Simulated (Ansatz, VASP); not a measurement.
**One calculation of Rh, two programs**

```
CELL_PARAMETERS angstrom
-1.47668 1.47668 1.47668
1.47668 -1.47668 1.47668
1.47668 1.47668 -1.47668
ATOMIC_POSITIONS crystal
Rh 0.00000 0.00000 0.00000
```

Alike in both runs: task single point; functional PBE; k mesh 8 × 8 × 8; collinear spin.

```csv
,VASP,Ansatz
version,VASP 6.6.1,Ansatz 0.2 development build
potentials or method,"VASP PAW PBE potentials, release 64 (Rh_pv)",scalar-relativistic
plane-wave cutoff (eV),500,1197
occupations,"fermi-dirac, width 0.1 eV",fermi-dirac
```

```csv
,VASP,Ansatz,Ansatz less VASP
net moment per atom (μB),0.00,0.00,0.000
```

The k mesh is coarse, so the values compare programs but aren't converged.
